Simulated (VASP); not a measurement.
# Nb (Fd-3m) in VASP: a series of runs, part 2 of 2

VASP 6.6.1. Earlier steps stand in the parts before.

## 3. Single point, PBEsol

This run uses another cell than the first one, of 21.12 Å³/atom.

INCAR reads:

```
PREC = Accurate
ENCUT = 500
EDIFF = 1E-6
ISMEAR = 0
SIGMA = 0.1
LREAL = False
LASPH = True
NELM = 120
ALGO = Normal
ISIF = 2
LWAVE = False
LCHARG = True
GGA = PS
LELF = True
LVHAR = True
NBANDS = 20
GGA_COMPAT = False
```

KPOINTS reads:

```
regular mesh
0
Gamma
  7 7 7
```

POSCAR reads:

```
Nb
1.0
    0.0000000000      2.7641356736      2.7641356736
    2.7641356736      0.0000000000      2.7641356736
    2.7641356736      2.7641356736      0.0000000000
Nb
2
Direct
    1.0000000000      1.0000000000      1.0000000000
    0.2500000000      0.2500000000      0.2500000000
```

Potentials or basis: VASP PAW PBE potentials, release 64 (Nb_sv).

Launch:

```sh
> cat potpaw_PBE.64/Nb_sv/POTCAR > POTCAR
> mpirun -np 1 vasp_std > vasp.out
```

OUTCAR:

```text
PREC = Accurate
   ENCUT = 500
   EDIFF = 1E-6
   ISMEAR = 0
   LREAL = False
   LASPH = True
   NELM = 120
   ISIF = 2
   GGA = PS

 ion  position               nearest neighbor table
   1  0.000  0.000  0.000-   2 2.39   2 2.39   2 2.39   2 2.39
   2  0.250  0.250  0.250-   1 2.39   1 2.39   1 2.39   1 2.39

  LATTYP: Found a face centered cubic cell.
 ALAT       =     5.5282713472

  Lattice vectors:

 A1 = (   0.0000000000,   2.7641356736,   2.7641356736)
 A2 = (   2.7641356736,   0.0000000000,   2.7641356736)
 A3 = (   2.7641356736,   2.7641356736,   0.0000000000)

Analysis of symmetry for initial positions (statically):
=====================================================================
 Subroutine PRICEL returns:
 Original cell was already a primitive cell.

 Routine SETGRP: Setting up the symmetry group for a
 face centered cubic supercell.

 Subroutine GETGRP returns: Found 48 space group operations
 (whereof 24 operations were pure point group operations)
 out of a pool of 48 trial point group operations.

The static configuration has the point symmetry T_d .
 The point group associated with its full space group is O_h .

Analysis of symmetry for dynamics (positions and initial velocities):
=====================================================================
 Subroutine PRICEL returns:
 Original cell was already a primitive cell.

 Routine SETGRP: Setting up the symmetry group for a
 face centered cubic supercell.

 Subroutine GETGRP returns: Found 48 space group operations
 (whereof 24 operations were pure point group operations)
 out of a pool of 48 trial point group operations.

The dynamic configuration has the point symmetry T_d .
 The point group associated with its full space group is O_h .

 Subroutine INISYM returns: Found 48 space group operations
 (whereof 24 operations are pure point group operations),
 and found     1 'primitive' translations

----------------------------------------------------------------------------------------

                                     Primitive cell

  volume of cell :      42.2385

  direct lattice vectors                    reciprocal lattice vectors
     0.000000000  2.764135674  2.764135674    -0.180888371  0.180888371  0.180888371
     2.764135674  0.000000000  2.764135674     0.180888371 -0.180888371  0.180888371
     2.764135674  2.764135674  0.000000000     0.180888371  0.180888371 -0.180888371

  length of vectors
     3.909078158  3.909078158  3.909078158     0.313307850  0.313307850  0.313307850

  position of ions in fractional coordinates (direct lattice)
     0.000000000  0.000000000  0.000000000
     0.250000000  0.250000000  0.250000000

  ion indices of the primitive-cell ions
   primitive index   ion index
                 1           1
                 2           2

----------------------------------------------------------------------------------------

 KPOINTS: regular mesh

Automatic generation of k-mesh.
 Grid dimensions read from file:
 generate k-points for:    7    7    7

 Generating k-lattice:

  Cartesian coordinates                     Fractional coordinates (reciprocal lattice)
    -0.025841196  0.025841196  0.025841196     0.142857143  0.000000000  0.000000000
     0.025841196 -0.025841196  0.025841196     0.000000000  0.142857143  0.000000000
     0.025841196  0.025841196 -0.025841196     0.000000000  0.000000000  0.142857143

  Length of vectors
     0.044758264  0.044758264  0.044758264

  Shift w.r.t. Gamma in fractional coordinates (k-lattice)
     0.000000000  0.000000000  0.000000000

 Subroutine IBZKPT returns following result:
 ===========================================

 Found     20 irreducible k-points:

 Following reciprocal coordinates:
            Coordinates               Weight
  0.000000  0.000000  0.000000      1.000000
  0.142857  0.000000  0.000000      8.000000
  0.285714  0.000000  0.000000      8.000000
  0.428571  0.000000  0.000000      8.000000
  0.142857  0.142857  0.000000      6.000000
  0.285714  0.142857  0.000000     24.000000
[... 12 lines left out ...]
 -0.428571  0.428571  0.142857     24.000000
 -0.285714  0.428571  0.142857     24.000000
   k-points           NKPTS =     20   k-points in BZ     NKDIM =     20   number of bands    NBANDS=     20
   number of dos      NEDOS =    301   number of ions     NIONS =      2
   total plane-waves  NPLWV =  27000
   dimension x,y,z NGX =    30 NGY =   30 NGZ =   30
   dimension x,y,z NGXF=    60 NGYF=   60 NGZF=   60
   ions per type =               2
   NGX,Y,Z   is equivalent  to a cutoff of  12.76, 12.76, 12.76 a.u.
   NGXF,Y,Z  is equivalent  to a cutoff of  25.52, 25.52, 25.52 a.u.
 SYSTEM =  unknown system
   PREC   = accura    normal or accurate (medium, high low for compatibility)
   ISTART =      0    job   : 0-new  1-cont  2-samecut
   ICHARG =      2    charge: 1-file 2-atom 10-const
   ISPIN  =      1    spin polarized calculation?
   LNONCOLLINEAR =      F non collinear calculations
   LSORBIT =      F    spin-orbit coupling
   LASPH  =      T    aspherical Exc in radial PAW
   ENCUT  =  500.0 eV  36.75 Ry    6.06 a.u.   7.13  7.13  7.13*2*pi/ulx,y,z
   NELM   =    120;   NELMIN=  2; NELMDL= -5     # of ELM steps
   EDIFF  = 0.1E-05   stopping-criterion for ELM
   LREAL  =      F    real-space projection
   EDIFFG = 0.1E-04   stopping-criterion for IOM
   NSW    =      0    number of steps for IOM
   IBRION =     -1    ionic relax: 0-MD 1-quasi-New 2-CG
   NFREE  =      0    steps in history (QN), initial steepest desc. (CG)
   ISIF   =      2    stress and relaxation
   ISYM   =      2    0-nonsym 1-usesym 2-fastsym
   POTIM  = 0.5000    time-step for ionic-motion
   TEBEG  =    0.0;   TEEND  =   0.0 temperature during run
   PSTRESS=    0.0 pullay stress
   NELECT =      26.0000    total number of electrons
   NUPDOWN=      -1.0000    fix difference up-down
   EMIN   =  10.00;   EMAX   =-10.00  energy-range for DOS
   EFERMI =   0.00;   METHOD = LEGACY
   ISMEAR =     0;   SIGMA  =   0.10  broadening in eV -4-tet -1-fermi 0-gaus
   EFERMI_NEDOS =   21; number of points for ismear=-14 and -15
   IALGO  =     38    algorithm
   IMIX   =      4    mixing-type and parameters
     AMIX     =   0.40;   BMIX     =  1.00
     AMIX_MAG =   1.60;   BMIX_MAG =  1.00
  volume/ion in A,a.u.               =      21.12       142.52
  Fermi-wavevector in a.u.,A,eV,Ry     =   1.392611  2.631654 26.386681  1.939366
  Thomas-Fermi vector in A             =   2.516337
   LORBIT       =      0    0 simple, 1 ext, 2 COOP (PROOUT), +10 PAW based schemes
   GGA     = PS    functional components
   LHFCALC =     F    Hartree Fock is set to
   AEXX    =    0.0000 exact exchange contribution
   IVDW    =     0    specifies the selected vdW correction
   LEPSILON=     F    determine dielectric tensor
   LRPA    =     F    only Hartree local field effects (RPA)
 non-spin polarized calculation
 Gauss-broadening in eV      SIGMA  =   0.10
  energy-cutoff  :      500.00
  volume of cell :       42.24
 maximum number of plane-waves:      1086
 NGX is ok and might be reduce to    30
   NGX = 15   NGY = 15   NGZ = 15

 number of electron      26.0000002 magnetization

 Free energy of the ion-electron system (eV)
  ---------------------------------------------------
  ext. energy  EPLUGINS =         0.00000000
  ---------------------------------------------------
  free energy    TOTEN  =       -16.34227969 eV

  energy without entropy =      -16.33621944  energy(sigma->0) =      -16.33924957

 E-fermi :   8.9592     XC(G=0): -11.4144

 val. band max:        8.9369645787   @ k =   0.1429   0.1429   0.0000
 cond. band min:       9.0179738620   @ k =   0.4286   0.1429   0.0000
 fundamental gap:      0.0810092833
 Fermi energy:         8.9591617490

 k-point     1 :       0.0000    0.0000    0.0000
  band No.  band energies     occupation
      1     -45.7852      2.00000
      2     -44.4726      2.00000
      3     -22.3299      2.00000
      4     -22.3299      2.00000
      5     -22.3299      2.00000
      6     -20.5424      2.00000
[... 12 lines left out ...]
     19      15.3148      0.00000
     20      19.9441      0.00000
[... 415 lines left out ...]
 k-point    20 :      -0.2857    0.4286    0.1429
  band No.  band energies     occupation
      1     -45.2416      2.00000
      2     -45.0602      2.00000
      3     -22.8303      2.00000
      4     -22.7406      2.00000
      5     -21.6143      2.00000
      6     -21.2007      2.00000
[... 12 lines left out ...]
     19      14.9680      0.00000
     20      15.0531      0.00000

------------------------ aborting loop because EDIFF is reached ----------------------------------------

  FORCE on cell =-STRESS in cart. coord.  units (eV):
  Direction    XX          YY          ZZ          XY          YZ          ZX
  --------------------------------------------------------------------------------------
  -------------------------------------------------------------------------------------
  Total        3.9620962      3.9620962      3.9620962      0.0000000      0.0000000      0.0000000
  in kB      150.2891162    150.2891162    150.2891162      0.0000000      0.0000000      0.0000000
  external PRESSURE =     150.2891162 kB  Pullay stress =       0.0000000 kB

 VOLUME and BASIS-vectors are now :
 -----------------------------------------------------------------------------
  energy-cutoff  :      500.00
  volume of cell :       42.24
      direct lattice vectors                 reciprocal lattice vectors
     0.000000000  2.764135674  2.764135674    -0.180888371  0.180888371  0.180888371
     2.764135674  0.000000000  2.764135674     0.180888371 -0.180888371  0.180888371
     2.764135674  2.764135674  0.000000000     0.180888371  0.180888371 -0.180888371

 POSITION                                       TOTAL-FORCE (eV/Angst)
 -----------------------------------------------------------------------------------
      0.00000      0.00000      0.00000         0.000000      0.000000      0.000000
      1.38207      1.38207      1.38207        -0.000000     -0.000000     -0.000000
 -----------------------------------------------------------------------------------
    total drift:                                0.000000     -0.000000      0.000000

  FREE ENERGIE OF THE ION-ELECTRON SYSTEM (eV)
  ---------------------------------------------------
  free  energy   TOTEN  =       -16.3422796942 eV

  energy  without entropy=      -16.3362194380  energy(sigma->0) =      -16.33924957
```

OSZICAR:

```text
N       E                     dE             d eps       ncg     rms          rms(c)
DAV:   1     0.307036479042E+03    0.30704E+03   -0.14382E+04   800   0.130E+03
DAV:   2     0.524625454858E+01   -0.30179E+03   -0.29347E+03   928   0.515E+02
DAV:   3    -0.156241042709E+02   -0.20870E+02   -0.19434E+02  1540   0.103E+02
DAV:   4    -0.163712339844E+02   -0.74713E+00   -0.74197E+00  1100   0.166E+01
DAV:   5    -0.164053777161E+02   -0.34144E-01   -0.34063E-01  1356   0.348E+00    0.109E+01
DAV:   6    -0.163211400706E+02    0.84238E-01   -0.30032E-01  1400   0.542E+00    0.514E+00
DAV:   7    -0.163351690638E+02   -0.14029E-01   -0.11197E-01  1464   0.355E+00    0.115E+00
DAV:   8    -0.163421328110E+02   -0.69637E-02   -0.25274E-02  1176   0.133E+00    0.206E-01
DAV:   9    -0.163422543637E+02   -0.12155E-03   -0.20878E-03  1300   0.382E-01    0.974E-02
DAV:  10    -0.163422824855E+02   -0.28122E-04   -0.15028E-04  1024   0.130E-01    0.137E-02
DAV:  11    -0.163422789893E+02    0.34962E-05   -0.10336E-05  1144   0.316E-02    0.829E-03
DAV:  12    -0.163422796942E+02   -0.70496E-06   -0.79860E-07   724   0.120E-02
   1 F= -.16342280E+02 E0= -.16339250E+02  d E =-.606026E-02
```

stdout:

```text
POSCAR found type information on POSCAR Nb
 POSCAR found :  1 types and       2 ions
 scaLAPACK will be used
 -----------------------------------------------------------------------------
|                                                                             |
|                                                                             |
|     You enforced a specific xc type in the INCAR file but a different       |
|     I HOPE YOU KNOW WHAT YOU ARE DOING!                                     |
|                                                                             |
 -----------------------------------------------------------------------------

 LDA part: xc-table for (Slater+PW92), standard interpolation
 POSCAR, INCAR and KPOINTS ok, starting setup
 FFT: planning ... GRIDC
 FFT: planning ... GRID_SOFT
 FFT: planning ... GRID
 WAVECAR not read
 entering main loop
```

Run time: 24 s. Hardware: 1 thread of AMD EPYC 7R43 (Zen 3), shared host; peak memory 0.13 GiB.

What came out:

```
Free energy            : -16.3423 eV
Pressure               : 15.0 GPa
Band gap on the k mesh : zero (bands 13 and 14 overlap by 1.90 eV)
```

Levels at points of the mesh, in eV from the Fermi level:
```csv
k point,band 10,band 11,band 12,band 13,band 14,band 15,band 16,band 17
"(0.00, 0.00, 0.00)",-2.27,-2.27,-0.75,-0.75,-0.75,2.21,2.21,2.21
```

Caveat: the cell stands under pressure; the PAW data sets were made with another functional, which shifts forces and pressure a little.

## 4. Single point, PBEsol

This run uses another cell than the first one, of 24.38 Å³/atom.

INCAR reads:

```
SYSTEM = Nb
PREC = Accurate
ENCUT = 500
EDIFF = 1E-6
ISMEAR = 0
SIGMA = 0.1
LREAL = .False.
LASPH = .True.
NELM = 120
ALGO = Normal
ISIF = 2
LWAVE = .False.
LCHARG = .True.
GGA = PS
LELF = .True.
LVHAR = .True.
NBANDS = 20
GGA_COMPAT = .False.
```

KPOINTS reads:

```
regular mesh
0
Gamma
  7 7 7
  0 0 0
```

POSCAR reads:

```
Nb
1.0
    0.0000000000      2.8997598295      2.8997598295
    2.8997598295      0.0000000000      2.8997598295
    2.8997598295      2.8997598295      0.0000000000
Nb
2
Direct
    1.0000000000      1.0000000000      1.0000000000
    0.2500000000      0.2500000000      0.2500000000
```

Potentials or basis: VASP PAW PBE potentials, release 64 (Nb_sv).

Launch:

```sh
> cat potpaw_PBE.64/Nb_sv/POTCAR > POTCAR
> mpirun -np 1 vasp_std > vasp.out
```

OUTCAR:

```text
SYSTEM = Nb
   PREC = Accurate
   ENCUT = 500
   EDIFF = 1E-6
   ISMEAR = 0
   LREAL = .False.
   LASPH = .True.
   NELM = 120
   ISIF = 2
   GGA = PS

 ion  position               nearest neighbor table
   1  0.000  0.000  0.000-   2 2.51   2 2.51   2 2.51   2 2.51
   2  0.250  0.250  0.250-   1 2.51   1 2.51   1 2.51   1 2.51

  LATTYP: Found a face centered cubic cell.
 ALAT       =     5.7995196590

  Lattice vectors:

 A1 = (   0.0000000000,   2.8997598295,   2.8997598295)
 A2 = (   2.8997598295,   0.0000000000,   2.8997598295)
 A3 = (   2.8997598295,   2.8997598295,   0.0000000000)

Analysis of symmetry for initial positions (statically):
=====================================================================
 Subroutine PRICEL returns:
 Original cell was already a primitive cell.

 Routine SETGRP: Setting up the symmetry group for a
 face centered cubic supercell.

 Subroutine GETGRP returns: Found 48 space group operations
 (whereof 24 operations were pure point group operations)
 out of a pool of 48 trial point group operations.

The static configuration has the point symmetry T_d .
 The point group associated with its full space group is O_h .
[... 154 lines left out ...]
  free energy    TOTEN  =       -16.62165286 eV

  energy without entropy =      -16.61288179  energy(sigma->0) =      -16.61726732

 E-fermi :   7.0932     XC(G=0): -10.7277

 val. band max:        7.0452130079   @ k =  -0.2857   0.2857   0.0000
 cond. band min:       7.1026369244   @ k =  -0.4286   0.4286   0.1429
 fundamental gap:      0.0574239165
 Fermi energy:         7.0931599488

 k-point     1 :       0.0000    0.0000    0.0000
  band No.  band energies     occupation
      1     -47.2867      2.00000
      2     -46.4588      2.00000
      3     -23.7399      2.00000
      4     -23.7399      2.00000
      5     -23.7399      2.00000
      6     -22.4533      2.00000
[... 449 lines left out ...]
     19      12.4907      0.00000
     20      12.5970      0.00000

------------------------ aborting loop because EDIFF is reached ----------------------------------------

  FORCE on cell =-STRESS in cart. coord.  units (eV):
  Direction    XX          YY          ZZ          XY          YZ          ZX
  --------------------------------------------------------------------------------------
  -------------------------------------------------------------------------------------
  Total        0.0027818      0.0027818      0.0027818      0.0000000     -0.0000000     -0.0000000
  in kB        0.0913960      0.0913960      0.0913960      0.0000000     -0.0000000     -0.0000000
  external PRESSURE =       0.0913960 kB  Pullay stress =       0.0000000 kB

 VOLUME and BASIS-vectors are now :
 -----------------------------------------------------------------------------
  energy-cutoff  :      500.00
  volume of cell :       48.77
      direct lattice vectors                 reciprocal lattice vectors
     0.000000000  2.899759830  2.899759830    -0.172428073  0.172428073  0.172428073
     2.899759830  0.000000000  2.899759830     0.172428073 -0.172428073  0.172428073
     2.899759830  2.899759830  0.000000000     0.172428073  0.172428073 -0.172428073

 POSITION                                       TOTAL-FORCE (eV/Angst)
 -----------------------------------------------------------------------------------
      0.00000      0.00000      0.00000         0.000000      0.000000      0.000000
      1.44988      1.44988      1.44988        -0.000000     -0.000000     -0.000000
 -----------------------------------------------------------------------------------
    total drift:                                0.000000      0.000000      0.000000

  FREE ENERGIE OF THE ION-ELECTRON SYSTEM (eV)
  ---------------------------------------------------
  free  energy   TOTEN  =       -16.6216528617 eV

  energy  without entropy=      -16.6128817855  energy(sigma->0) =      -16.61726732
```

OSZICAR:

```text
N       E                     dE             d eps       ncg     rms          rms(c)
DAV:   1     0.286709780408E+03    0.28671E+03   -0.14157E+04   800   0.128E+03
DAV:   2     0.411110367808E+01   -0.28260E+03   -0.27490E+03   952   0.496E+02
DAV:   3    -0.160155308340E+02   -0.20127E+02   -0.19213E+02  1552   0.967E+01
DAV:   4    -0.167136367785E+02   -0.69811E+00   -0.69083E+00  1088   0.163E+01
DAV:   5    -0.167559366723E+02   -0.42300E-01   -0.42235E-01  1396   0.380E+00    0.871E+00
DAV:   6    -0.166043764993E+02    0.15156E+00   -0.49307E-01  1224   0.652E+00    0.377E+00
DAV:   7    -0.166138217902E+02   -0.94453E-02   -0.13557E-01  1408   0.351E+00    0.122E+00
DAV:   8    -0.166216918359E+02   -0.78700E-02   -0.32207E-02  1276   0.153E+00    0.193E-01
DAV:   9    -0.166215404037E+02    0.15143E-03   -0.25346E-03  1276   0.346E-01    0.176E-01
DAV:  10    -0.166216552165E+02   -0.11481E-03   -0.43174E-04   960   0.241E-01    0.222E-02
DAV:  11    -0.166216533089E+02    0.19076E-05   -0.19901E-05  1184   0.345E-02    0.480E-03
DAV:  12    -0.166216528617E+02    0.44724E-06   -0.10409E-06   648   0.135E-02
   1 F= -.16621653E+02 E0= -.16617267E+02  d E =-.877108E-02
```

stdout:

```text
POSCAR found type information on POSCAR Nb
 POSCAR found :  1 types and       2 ions
 scaLAPACK will be used
 -----------------------------------------------------------------------------
|                                                                             |
|                                                                             |
|     You enforced a specific xc type in the INCAR file but a different       |
|     I HOPE YOU KNOW WHAT YOU ARE DOING!                                     |
|                                                                             |
 -----------------------------------------------------------------------------

 LDA part: xc-table for (Slater+PW92), standard interpolation
 POSCAR, INCAR and KPOINTS ok, starting setup
 FFT: planning ... GRIDC
 FFT: planning ... GRID_SOFT
 FFT: planning ... GRID
 WAVECAR not read
 entering main loop
```

Wall time 25 s (1 thread of AMD EPYC 7R43 (Zen 3), shared host); peak memory 0.13 GiB.

Results:

```yaml
Free_energy: -16.6217 eV
Pressure: 0.0 GPa
Band_gap_on_the_k_mesh: zero (bands 13 and 14 overlap by 1.15 eV)
```

Levels at points of the mesh, in eV from the Fermi level:
| k point | band 10 | band 11 | band 12 | band 13 | band 14 | band 15 | band 16 | band 17 |
| --- | --- | --- | --- | --- | --- | --- | --- | --- |
| (0.00, 0.00, 0.00) | -1.55 | -1.55 | -0.49 | -0.49 | -0.49 | 2.08 | 2.08 | 2.08 |

Caveat: the PAW data sets were made with another functional, which shifts forces and pressure a little.

## 5. Overview

| cell | gap on the mesh (eV) | pressure (GPa) |
| --- | --- | --- |
| a = 3.795 Å, angles 60.0°, 2 atoms | none | 30.1 |
| a = 3.909 Å, angles 60.0°, 2 atoms | none | 15.0 |
| a = 4.101 Å, angles 60.0°, 2 atoms | none | 0.0 |

Alike in all rows: task single point; level PBEsol; potentials or basis VASP PAW PBE potentials, release 64 (Nb_sv); no spin polarisation; k mesh 7 × 7 × 7; cutoff (eV) 500; smearing gaussian 0.1 eV.

Caveats: the PAW data sets were made with another functional, which shifts forces and pressure a little; the cell stands under pressure (at least some runs).

Absolute energies hang on the potentials; compare differences alone.
